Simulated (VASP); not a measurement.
# C (Fd-3m) in VASP: further runs

C is run at these levels: LDA; tasks: relaxation of cell and atoms.

All numbers are computed with VASP 6.6.1; they aren't measurements. Logs are shortened: lines on timing, memory, paths and dates and some standing lists are left out, and cuts for length are marked.

## (1) The cell of the first run

The structure is cubic, space group Fd-3m (No. 227). The conventional cell has a = 3.560 Å, b = 3.560 Å, c = 3.560 Å, α = 90.00°, β = 90.00°, γ = 90.00°. C (site symmetry -43m) has 4 C at 1.54 Å within 2.1 Å.

## (2) Relaxation of cell and atoms, LDA

Input file INCAR:

```
  PREC = Accurate
  ENCUT = 600
  EDIFF = 1E-7
  ISMEAR = 0
  SIGMA = 0.1
  LREAL = F
  LASPH = T
  NELM = 120
  ALGO = Normal
  ISIF = 3
  LWAVE = F
  LCHARG = F
  IBRION = 2
  NSW = 100
  EDIFFG = -0.05
  GGA_COMPAT = F
  NELMIN = 4
```

Input file KPOINTS:

```
Automatic mesh
0
Gamma
  10 10 10
```

Input file POSCAR:

```
C
1.0
    0.0000000000      1.7800000000      1.7800000000
    1.7800000000      0.0000000000      1.7800000000
    1.7800000000      1.7800000000      0.0000000000
C
2
Direct
    0.0000000000      0.0000000000      0.0000000000
    0.2500000000      0.2500000000      0.2500000000
```

Potentials or basis: VASP PAW LDA potentials, release 64 (C).

Launch:

```sh
$ cat potpaw_LDA.64/C/POTCAR > POTCAR
$ mpirun -np 1 vasp_std > vasp.out
```

OUTCAR:

```text
PREC = Accurate
   ENCUT = 600
   EDIFF = 1E-7
   ISMEAR = 0
   LREAL = F
   LASPH = T
   NELM = 120
   ISIF = 3
   IBRION = 2
   NSW = 100
   EDIFFG = -0.05
   NELMIN = 4

 ion  position               nearest neighbor table
   1  0.000  0.000  0.000-   2 1.54   2 1.54   2 1.54   2 1.54
   2  0.250  0.250  0.250-   1 1.54   1 1.54   1 1.54   1 1.54

  LATTYP: Found a face centered cubic cell.
 ALAT       =     3.5600000000

  Lattice vectors:

 A1 = (   0.0000000000,   1.7800000000,   1.7800000000)
 A2 = (   1.7800000000,   0.0000000000,   1.7800000000)
 A3 = (   1.7800000000,   1.7800000000,   0.0000000000)

Analysis of symmetry for initial positions (statically):
=====================================================================
 Subroutine PRICEL returns:
 Original cell was already a primitive cell.

 Routine SETGRP: Setting up the symmetry group for a
 face centered cubic supercell.

 Subroutine GETGRP returns: Found 48 space group operations
 (whereof 24 operations were pure point group operations)
 out of a pool of 48 trial point group operations.

The static configuration has the point symmetry T_d .
 The point group associated with its full space group is O_h .

Analysis of symmetry for dynamics (positions and initial velocities):
=====================================================================
 Subroutine PRICEL returns:
 Original cell was already a primitive cell.

 Routine SETGRP: Setting up the symmetry group for a
 face centered cubic supercell.

 Subroutine GETGRP returns: Found 48 space group operations
 (whereof 24 operations were pure point group operations)
 out of a pool of 48 trial point group operations.

The dynamic configuration has the point symmetry T_d .
 The point group associated with its full space group is O_h .

 Subroutine INISYM returns: Found 48 space group operations
 (whereof 24 operations are pure point group operations),
 and found     1 'primitive' translations

----------------------------------------------------------------------------------------

                                     Primitive cell

  volume of cell :      11.2795

  direct lattice vectors                    reciprocal lattice vectors
     0.000000000  1.780000000  1.780000000    -0.280898876  0.280898876  0.280898876
     1.780000000  0.000000000  1.780000000     0.280898876 -0.280898876  0.280898876
     1.780000000  1.780000000  0.000000000     0.280898876  0.280898876 -0.280898876

  length of vectors
     2.517300141  2.517300141  2.517300141     0.486531126  0.486531126  0.486531126

  position of ions in fractional coordinates (direct lattice)
     0.000000000  0.000000000  0.000000000
     0.250000000  0.250000000  0.250000000

  ion indices of the primitive-cell ions
   primitive index   ion index
                 1           1
                 2           2

----------------------------------------------------------------------------------------

 KPOINTS: Automatic mesh

Automatic generation of k-mesh.
 Grid dimensions read from file:
 generate k-points for:   10   10   10

 Generating k-lattice:

  Cartesian coordinates                     Fractional coordinates (reciprocal lattice)
    -0.028089888  0.028089888  0.028089888     0.100000000  0.000000000  0.000000000
     0.028089888 -0.028089888  0.028089888     0.000000000  0.100000000  0.000000000
     0.028089888  0.028089888 -0.028089888     0.000000000  0.000000000  0.100000000

  Length of vectors
     0.048653113  0.048653113  0.048653113

  Shift w.r.t. Gamma in fractional coordinates (k-lattice)
     0.000000000  0.000000000  0.000000000

 Subroutine IBZKPT returns following result:
 ===========================================

 Found     47 irreducible k-points:

 Following reciprocal coordinates:
            Coordinates               Weight
  0.000000  0.000000  0.000000      1.000000
  0.100000  0.000000  0.000000      8.000000
  0.200000  0.000000  0.000000      8.000000
  0.300000  0.000000  0.000000      8.000000
  0.400000  0.000000  0.000000      8.000000
  0.500000  0.000000  0.000000      4.000000
[... 16 lines left out ...]
  0.300000  0.300000  0.000000      6.000000
  0.400000  0.300000  0.000000     24.000000
 [... further k-points ...]
   k-points           NKPTS =     47   k-points in BZ     NKDIM =     47   number of bands    NBANDS=      8
   number of dos      NEDOS =    301   number of ions     NIONS =      2
   total plane-waves  NPLWV =   8000
   dimension x,y,z NGX =    20 NGY =   20 NGZ =   20
   dimension x,y,z NGXF=    40 NGYF=   40 NGZF=   40
   ions per type =               2
   NGX,Y,Z   is equivalent  to a cutoff of  13.21, 13.21, 13.21 a.u.
   NGXF,Y,Z  is equivalent  to a cutoff of  26.42, 26.42, 26.42 a.u.
 SYSTEM =  unknown system
   PREC   = accura    normal or accurate (medium, high low for compatibility)
   ISTART =      0    job   : 0-new  1-cont  2-samecut
   ICHARG =      2    charge: 1-file 2-atom 10-const
   ISPIN  =      1    spin polarized calculation?
   LNONCOLLINEAR =      F non collinear calculations
   LSORBIT =      F    spin-orbit coupling
   LASPH  =      T    aspherical Exc in radial PAW
   ENCUT  =  600.0 eV  44.10 Ry    6.64 a.u.   5.03  5.03  5.03*2*pi/ulx,y,z
   NELM   =    120;   NELMIN=  4; NELMDL= -5     # of ELM steps
   EDIFF  = 0.1E-06   stopping-criterion for ELM
   LREAL  =      F    real-space projection
   EDIFFG = -.5E-01   stopping-criterion for IOM
   NSW    =    100    number of steps for IOM
   IBRION =      2    ionic relax: 0-MD 1-quasi-New 2-CG
   NFREE  =      1    steps in history (QN), initial steepest desc. (CG)
   ISIF   =      3    stress and relaxation
   ISYM   =      2    0-nonsym 1-usesym 2-fastsym
   POTIM  = 0.5000    time-step for ionic-motion
   TEBEG  =    0.0;   TEEND  =   0.0 temperature during run
   PSTRESS=    0.0 pullay stress
   NELECT =       8.0000    total number of electrons
   NUPDOWN=      -1.0000    fix difference up-down
   EMIN   =  10.00;   EMAX   =-10.00  energy-range for DOS
   EFERMI =   0.00;   METHOD = LEGACY
   ISMEAR =     0;   SIGMA  =   0.10  broadening in eV -4-tet -1-fermi 0-gaus
   EFERMI_NEDOS =   21; number of points for ismear=-14 and -15
   IALGO  =     38    algorithm
   IMIX   =      4    mixing-type and parameters
     AMIX     =   0.40;   BMIX     =  1.00
     AMIX_MAG =   1.60;   BMIX_MAG =  1.00
  volume/ion in A,a.u.               =       5.64        38.06
  Fermi-wavevector in a.u.,A,eV,Ry     =   1.459962  2.758928 29.000661  2.131488
  Thomas-Fermi vector in A             =   2.576467
   LORBIT       =      0    0 simple, 1 ext, 2 COOP (PROOUT), +10 PAW based schemes
   GGA     = CA    functional components
   LHFCALC =     F    Hartree Fock is set to
   AEXX    =    0.0000 exact exchange contribution
   IVDW    =     0    specifies the selected vdW correction
   LEPSILON=     F    determine dielectric tensor
   LRPA    =     F    only Hartree local field effects (RPA)
 conjugate gradient relaxation of ions
 non-spin polarized calculation
 Gauss-broadening in eV      SIGMA  =   0.10
  energy-cutoff  :      600.00
  volume of cell :       11.28
 maximum number of plane-waves:       388
   NGX =  9   NGY =  9   NGZ =  9

--------------------------------------- Ionic step        1  -------------------------------------------

 number of electron       7.9999999 magnetization

 Free energy of the ion-electron system (eV)
  ---------------------------------------------------
  ext. energy  EPLUGINS =         0.00000000
  ---------------------------------------------------
  free energy    TOTEN  =       -20.24557392 eV

  energy without entropy =      -20.24557392  energy(sigma->0) =      -20.24557392

------------------------ aborting loop because EDIFF is reached ----------------------------------------

  FORCE on cell =-STRESS in cart. coord.  units (eV):
  Direction    XX          YY          ZZ          XY          YZ          ZX
  --------------------------------------------------------------------------------------
  -------------------------------------------------------------------------------------
  Total       -0.7001665     -0.7001665     -0.7001665      0.0000000      0.0000000      0.0000000
  in kB      -99.4539175    -99.4539175    -99.4539175      0.0000000      0.0000000      0.0000000
  external PRESSURE =     -99.4539175 kB  Pullay stress =       0.0000000 kB
[... 57 lines left out ...]
  energy  without entropy=      -20.2398668424  energy(sigma->0) =      -20.23986684

--------------------------------------- Ionic step        3  -------------------------------------------

 number of electron       7.9999998 magnetization

 Free energy of the ion-electron system (eV)
  ---------------------------------------------------
  ext. energy  EPLUGINS =         0.00000000
  ---------------------------------------------------
  free energy    TOTEN  =       -20.25341274 eV

  energy without entropy =      -20.25341274  energy(sigma->0) =      -20.25341274

 E-fermi :  10.6512     XC(G=0): -13.6344

 val. band max:       10.1324331383   @ k =   0.0000   0.0000   0.0000
 cond. band min:      14.3319421333   @ k =   0.4000   0.4000   0.0000
 fundamental gap:      4.1995089950
 Fermi energy:        10.6511986915

 k-point     1 :       0.0000    0.0000    0.0000
  band No.  band energies     occupation
      1     -11.5589      2.00000
      2      10.1324      2.00000
      3      10.1324      2.00000
      4      10.1324      2.00000
      5      15.7536      0.00000
      6      15.7536      0.00000
      7      15.7536      0.00000
      8      24.3280      0.00000
[... 243 lines left out ...]
 k-point    24 :       0.4000    0.3000    0.0000
  band No.  band energies     occupation
      1      -6.8813      2.00000
      2       2.1124      2.00000
      3       4.0040      2.00000
      4       4.6363      2.00000
      5      14.9672      0.00000
      6      18.1739      0.00000
      7      24.4018      0.00000
      8      24.5072      0.00000

 [... further k-points ...]
[... 5 lines left out ...]
  --------------------------------------------------------------------------------------
  -------------------------------------------------------------------------------------
  Total       -0.0047475     -0.0047475     -0.0047475     -0.0000000      0.0000000     -0.0000000
  in kB       -0.6894224     -0.6894224     -0.6894224     -0.0000000      0.0000000     -0.0000000
  external PRESSURE =      -0.6894224 kB  Pullay stress =       0.0000000 kB
[... 17 lines left out ...]
  FREE ENERGIE OF THE ION-ELECTRON SYSTEM (eV)
  ---------------------------------------------------
  free  energy   TOTEN  =       -20.2534127425 eV

  energy  without entropy=      -20.2534127425  energy(sigma->0) =      -20.25341274

 reached required accuracy - stopping structural energy minimisation
```

Run time: 11 s. Hardware: 1 thread of Intel Xeon Platinum 8375C at 2.90GHz (Ice Lake), shared host; peak memory 0.11 GiB.

What came out:

```yaml
Free_energy: -20.2534 eV
Relaxed_volume: 5.52 Å³/atom
Relaxed_cell: a = 2.499 Å, b = 2.499 Å, c = 2.499 Å, α = 60.00°, β = 60.00°, γ = 60.00°
Space_group_after_relaxing_to_0.05_Å: Fd-3m (No. 227)
Energy_gained_by_relaxing: 3.9 meV/atom
Ionic_steps: 3
Pressure_after_relaxing: -0.1 GPa
Band_gap_on_the_k_mesh: 4.20 eV, indirect (least direct gap 5.62 eV)
```

The path:
| step | energy change (eV) | largest force (eV/Å) | pressure (GPa) | volume (Å³) |
| --- | --- | --- | --- | --- |
| 1 | 0.0000 | 0.0000 | -9.95 | 11.28 |
| 2 | 0.0057 | 0.0000 | 14.15 | 10.72 |
| 3 | -0.0078 | 0.0000 | -0.07 | 11.03 |

Final structure:
```xyz
2
Lattice="0.0000 1.7669 1.7669 1.7669 0.0000 1.7669 1.7669 1.7669 0.0000" Properties=species:S:1:pos:R:3 pbc="T T T"
C     0.0000    0.0000    0.0000
C     0.8835    0.8835    0.8835
```

A k mesh can miss the band edges. As with any semilocal functional, this LDA gap is likely too small.

## (3) Relaxation of cell and atoms, LDA

This run uses another cell than the first one, of 5.51 Å³/atom, 0.976 times its volume.

Input file INCAR:

```
SYSTEM = C
  ALGO = Normal
  EDIFF = 1E-7
  EDIFFG = -0.002
  ENCUT = 600
  GGA_COMPAT = .False.
  IBRION = 2
  ISIF = 3
  ISMEAR = 0
  LASPH = .True.
  LCHARG = .False.
  LREAL = .False.
  LWAVE = .False.
  NELM = 120
  NELMIN = 4
  NSW = 100
  PREC = Accurate
  SIGMA = 0.02
```

Input file KPOINTS:

```
k-points
0
Gamma
  12 12 12
  0 0 0
```

Input file POSCAR:

```
C
1.0
    0.0000000000      1.7657957124      1.7657957124
    1.7657957124      0.0000000000      1.7657957124
    1.7657957124      1.7657957124      0.0000000000
C
2
Direct
    0.0000000000      0.0000000000      0.0000000000
    0.2500000000      0.2500000000      0.2500000000
```

Potentials or basis: VASP PAW LDA potentials, release 64 (C).

Launch:

```sh
$ cat potpaw_LDA.64/C/POTCAR > POTCAR
$ mpirun -np 1 vasp_std > vasp.out
```

Wall time 16 s (1 thread of Intel Xeon Platinum 8375C at 2.90GHz (Ice Lake), shared host); peak memory 0.11 GiB.

The run converged. Its results:

| Item | Value |
| --- | --- |
| Free energy | -20.2521 eV |
| Relaxed volume | 5.52 Å³/atom |
| Relaxed cell | a = 2.499 Å, b = 2.499 Å, c = 2.499 Å, α = 60.00°, β = 60.00°, γ = 60.00° |
| Space group after relaxing (to 0.05 Å) | Fd-3m (No. 227) |
| Energy gained by relaxing | 0.0 meV/atom |
| Ionic steps | 3 |
| Pressure after relaxing | 0.0 GPa |
| Band gap on the k mesh | 4.19 eV, indirect (least direct gap 5.62 eV) |

Final structure:
```
C
1.0
     0.00000    1.76692    1.76692
     1.76692    0.00000    1.76692
     1.76692    1.76692    0.00000
C
2
Direct
  0.00000 0.00000 0.00000
  0.25000 0.25000 0.25000
```

Levels at points of the mesh, in eV from the valence-band top:
```csv
k point,band 1,band 2,band 3,band 4,band 5,band 6,band 7,band 8
"(0.00, 0.00, 0.00)",-21.69,0.00,0.00,0.00,5.62,5.62,5.62,14.20
"(0.50, 0.00, 0.00)",-15.69,-13.67,-2.86,-2.86,8.50,8.50,9.40,15.66
"(0.50, 0.50, 0.00)",-12.81,-12.81,-6.46,-6.46,4.77,4.77,17.05,17.05
```
